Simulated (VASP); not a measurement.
Ir, 2 atoms in the cell. It takes space group P6_3/mmc (No. 194, hexagonal). The conventional cell has a = 2.695 Å, b = 2.695 Å, c = 4.371 Å, α = 90.00°, β = 90.00°, γ = 120.00°. Ir (site symmetry -6m2) has 12 Ir at 2.68 to 2.70 Å within 3.5 Å.  This cell differs from its parent crystal: volume scaled by 0.94.

| Property | Result |
| --- | --- |
| Program | VASP 6.6.1 |
| Task | single point |
| Functional | LDA |
| Potentials or basis | VASP PAW LDA potentials, release 64 (Ir) |
| Cutoff | 520 eV |
| k mesh | 11 × 11 × 6 |
| Occupations | fermi-dirac, width 0.05 eV |
| Spin | no spin polarisation |
| Dipole correction | no |
| Further INCAR settings | ALGO = Fast; EDIFF = 1e-06; NBANDS = 16 |

Potentials or basis: VASP PAW LDA potentials, release 64 (Ir).

Run with:

```console
$ cat potpaw_LDA.64/Ir/POTCAR > POTCAR
$ mpirun -np 1 vasp_std > vasp.out
```

Hardware: 1 thread of Intel(R) Xeon(R) 6975P-C (Granite Rapids), on a shared host.

Question: How long does it take, and how much memory?

Answer: It took 20 s on 1 thread of Intel(R) Xeon(R) 6975P-C (Granite Rapids), with other jobs on the host, peak memory 0.14 GiB. Counts: scf iterations 19, k points 64.
